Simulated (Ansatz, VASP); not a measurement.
# TiCo in VASP and in Ansatz

```
CELL_PARAMETERS angstrom
3.03507 0.00000 0.00000
0.00000 3.03507 0.00000
0.00000 0.00000 3.03507
ATOMIC_POSITIONS crystal
Ti 0.00000 0.00000 0.00000
Co 0.50000 0.50000 0.50000
```

Alike in both runs: task single point; functional PBE; k mesh 10 × 10 × 10; occupations fermi-dirac, width 0.1 eV; collinear spin.

|  | VASP | Ansatz |
| --- | --- | --- |
| version | VASP 6.6.1 | Ansatz 0.2.0 |
| potentials or method | VASP PAW PBE potentials, release 64 (Ti_sv, Co), cutoff 520 eV | plane waves, PAW |
| valence electrons in the cell | 21 | 29 |

```tsv
	VASP	Ansatz	Ansatz less VASP
net moment per atom (μB)	0.42	0.43	+0.006
size of the moment on the site where the two differ most (μB)	0.99	1.03	+0.037
```

Site moments also hang on the region over which each program counts them. The functional is the same, so the differences come from potentials, cutoffs and numerics. VASP's potentials hold 21 valence electrons a cell and Ansatz's 29, so a difference there can come from the potentials and not from the codes.
